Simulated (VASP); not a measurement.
A run of VASP 6.6.1 is set up as follows.

POSCAR

```
Sc
1.0
    0.0000000000      2.3121426951      2.3121426951
    2.3121426951      0.0000000000      2.3121426951
    2.3121426951      2.3121426951      0.0000000000
Sc
1
Direct
    0.0000000000      0.0000000000      0.0000000000
```

The input INCAR.step1:

```
SYSTEM = Sc
  ALGO = Normal
  EDIFF = 1E-4
  ENCUT = 520
  GGA = PE
  ISMEAR = -1
  ISPIN = 2
  LASPH = .True.
  LCHARG = .False.
  LMAXMIX = 4
  LREAL = .False.
  LWAVE = .True.
  MAGMOM = 0.6
  NBANDS = 16
  NELM = 150
  PREC = Accurate
  SIGMA = 0.01
```

The input INCAR.step2:

```
SYSTEM = Sc
  ALGO = Normal
  EDIFF = 1E-6
  ENCUT = 520
  ISIF = 2
  ISMEAR = -1
  ISPIN = 2
  ISTART = 1
  IVDW = 12
  LASPH = .True.
  LCHARG = .False.
  LMAXMIX = 4
  LMIXTAU = .True.
  LORBIT = 11
  LREAL = .False.
  LWAVE = .False.
  MAGMOM = 0.6
  METAGGA = R2SCAN
  NBANDS = 16
  NELM = 150
  PREC = Accurate
  SIGMA = 0.01
  VDW_A1 = 0.49484001
  VDW_A2 = 5.73083694
  VDW_S6 = 1.0
  VDW_S8 = 0.78981345
```

The input KPOINTS:

```
k-points
0
Gamma
  10 10 10
  0 0 0
```

Potentials or basis: VASP PAW PBE potentials, release 64 (Sc_sv).

The run is started by

```sh
$ cat potpaw_PBE.64/Sc_sv/POTCAR > POTCAR
$ cp INCAR.step1 INCAR
$ mpirun -np 1 vasp_std > vasp.out
$ cp INCAR.step2 INCAR
$ mpirun -np 1 vasp_std > vasp.out
```

**Question.** What does it give for the pressure?

**Answer.** -0.1 GPa.

**Question.** Estimate the net moment.

**Answer.** 0.36 μB per cell.

**Question.** What does it give for the dispersion energy per atom?

**Answer.** -0.184 eV.

**Question.** What does it give for the site moments?

**Answer.** Sc +0.20 μB.

Caveat: the PAW data sets were made with another functional, which shifts forces and pressure a little.
